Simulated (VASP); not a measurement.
Runs of VASP 6.6.1 on BeTe. It takes space group F-43m (No. 216, cubic). Conventional cell: a = 5.657 Å, b = 5.657 Å, c = 5.657 Å, α = 90.00°, β = 90.00°, γ = 90.00°. Within 3.2 Å of Be (site symmetry -43m) lie 4 Te at 2.45 Å. Within 3.2 Å of Te (site symmetry -43m) lie 4 Be at 2.45 Å. 

| level | k mesh | cutoff (eV) | smearing | grid for exact exchange (PRECFOCK) | share of exact exchange | screening parameter | gap on the mesh (eV) | pressure (GPa) |
| --- | --- | --- | --- | --- | --- | --- | --- | --- |
| PBE-based screened hybrid | 4 × 4 × 4 | 520 | gaussian 0.01 eV | Normal | 0.05 | 0.5 1/Å | (b) | 0.6 |
| HSE06 | 4 × 4 × 4 | 520 | gaussian 0.01 eV | Normal | - | 0.2079 1/Å | 2.69 | -0.5 |
| PBE-based screened hybrid | 4 × 4 × 4 | 520 | gaussian 0.01 eV | Normal | 0.35 | 0.3 1/Å | 2.73 | -0.9 |
| PBE | 3 × 3 × 3 | 600 | gaussian 0.01 eV | - | - | - | (a) | 1.9 |
| PBE | 6 × 6 × 6 | 600 | methfessel-paxton 0.001 eV | - | - | - | 2.01 | 0.4 |

Alike in all rows: task single point; potentials or basis VASP PAW PBE potentials, release 64 (Be, Te); no spin polarisation; cell as given.

Problem. Fill in the values left out.

Solution. (a) 2.26; (b) 2.05.

Caveats: some runs use coarse meshes; spin-orbit coupling is left out, which moves the levels of the heavy elements; the PAW data sets were made with another functional, which shifts forces and pressure a little (some runs).

A k mesh can miss the band edges, and the runs leave out spin-orbit coupling on Te.
